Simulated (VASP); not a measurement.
Write the native input for VASP 6.6.1 that does the following.

```
Task                   : single point
Functional             : r2SCAN
Potentials or basis    : VASP PAW PBE potentials, release 64 (S, Mg)
Cutoff                 : 520 eV
k mesh                 : 8 × 8 × 8
Occupations            : fermi-dirac, width 0.05 eV
Spin                   : no spin polarisation
Dipole correction      : no
Further INCAR settings : ALGO = Normal; EDIFF = 1e-06; NBANDS = 11
```

Crystal: MgS.

```
S Mg
1.0
     0.00000    2.77529    2.77529
     2.77529    0.00000    2.77529
     2.77529    2.77529    0.00000
S Mg
1 1
Direct
  0.25000 0.25000 0.25000
  0.00000 0.00000 0.00000
```

The input as run:

POSCAR

```
MgS
1.0
    0.0000000000      2.7752850422      2.7752850422
    2.7752850422      0.0000000000      2.7752850422
    2.7752850422      2.7752850422      0.0000000000
S Mg
1 1
Direct
    0.2500000000      0.2500000000      0.2500000000
    0.0000000000      0.0000000000      0.0000000000
```

INCAR.step1

```
SYSTEM = MgS
  ALGO = Normal
  EDIFF = 1E-4
  ENCUT = 520
  GGA = PE
  ISMEAR = -1
  LASPH = .TRUE.
  LCHARG = .FALSE.
  LREAL = .FALSE.
  LWAVE = .TRUE.
  NBANDS = 11
  NELM = 80
  PREC = Accurate
  SIGMA = 0.05
```

INCAR.step2

```
SYSTEM = MgS
  ALGO = Normal
  EDIFF = 1E-6
  ENCUT = 520
  ISIF = 2
  ISMEAR = -1
  ISTART = 1
  LASPH = .TRUE.
  LCHARG = .TRUE.
  LELF = .TRUE.
  LMIXTAU = .TRUE.
  LREAL = .FALSE.
  LVHAR = .TRUE.
  LWAVE = .FALSE.
  METAGGA = R2SCAN
  NBANDS = 11
  NELM = 80
  PREC = Accurate
  SIGMA = 0.05
```

KPOINTS

```
k-points
0
G
  8 8 8
  0 0 0
```

Potentials or basis: VASP PAW PBE potentials, release 64 (S, Mg).

Run with:

```sh
$ cat potpaw_PBE.64/S/POTCAR potpaw_PBE.64/Mg/POTCAR > POTCAR
$ cp INCAR.step1 INCAR
$ mpirun -np 1 vasp_std > vasp.out
$ cp INCAR.step2 INCAR
$ mpirun -np 1 vasp_std > vasp.out
```

It gave:

The pressure is 3.7 GPa and the band gap on the k mesh is 4.27 eV, indirect (least direct gap 4.45 eV).

Caveat: the PAW data sets were made with another functional, which shifts forces and pressure a little.

Run time: 35 s on 1 thread of Intel(R) Xeon(R) 6975P-C (Granite Rapids) (shared host), peak memory 0.17 GiB.
